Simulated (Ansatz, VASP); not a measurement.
**One calculation of WS2, two programs**

```
CELL_PARAMETERS angstrom
3.09654 0.00000 0.00000
-1.54827 2.68169 0.00000
0.00000 0.00000 32.29053
ATOMIC_POSITIONS crystal
S 0.33333 0.66667 0.45048
S 0.33333 0.66667 0.54952
W 0.66667 0.33333 0.50000
```

Change from the starting cell: biaxial strain -0.020, atoms relaxed.

Alike in both runs: functional PBE; dispersion D3(BJ); k mesh 12 × 12 × 1; occupations gaussian, width 0.02 eV; no spin polarisation.

Ansatz relaxed the structure, and its values are those at the end. VASP's run is a single point on that final structure, the one shown.

|  | VASP | Ansatz |
| --- | --- | --- |
| version | VASP 6.6.1 | Ansatz 0.2.0 |
| potentials or method | VASP PAW PBE potentials, release 64 (S, W_sv), cutoff 520 eV | scalar-relativistic, plane waves, PAW |
| valence electrons in the cell | 26 | 26 |

```csv
,VASP,Ansatz,Ansatz less VASP
gap on the k mesh at the Fermi level (eV),1.87,1.87,+0.002
least direct gap on the mesh (eV),2.23,2.23,-0.004
```

Ansatz's warnings: stress scf threshold loose, structure snapped to symmetry.

Spin-orbit coupling is off throughout.
